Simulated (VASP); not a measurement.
## ZrC: single point with revPBE+D4

ZrC:

```
CELL_PARAMETERS angstrom
0.00000 2.33586 2.33586
2.33586 0.00000 2.33586
2.33586 2.33586 0.00000
ATOMIC_POSITIONS crystal
Zr 0.50000 0.50000 0.50000
C 0.00000 0.00000 0.00000
```

```json
{
  "Program": "VASP 6.6.1",
  "Task": "single point",
  "Functional": "revPBE",
  "Dispersion": "D4",
  "Potentials or basis": "VASP PAW PBE potentials, release 64 (Zr_sv, C)",
  "Cutoff": "520 eV",
  "k mesh": "8 × 8 × 8",
  "Occupations": "gaussian, width 0.05 eV",
  "Spin": "no spin polarisation"
}
```

```yaml
Pressure: 1.6 GPa
Band_gap_on_the_k_mesh: zero (band 8 reaches 10.84 eV, above the bottom of band 9 at 9.52 eV)
Dispersion_energy_per_atom: -0.432 eV
```

Levels at points of the mesh, in eV from the Fermi level:
```
           k point  band 6  band 7  band 8  band 9  band 10  band 11
(0.00, 0.00, 0.00)    1.00    1.00    1.00    1.17     1.17     1.17
(0.50, 0.00, 0.00)   -5.31   -2.94   -2.94    4.66     4.66     5.52
(0.50, 0.50, 0.00)   -1.98   -1.75    0.14    0.14     4.60     5.86
```

Wall time 28 s on 1 thread of Intel Xeon 8259CL, with other jobs on the host, peak memory 0.16 GiB.

Caveat: the PAW data sets were made with another functional, which shifts forces and pressure a little; pairwise dispersion overbinds metals, which lowers pressure and volume.
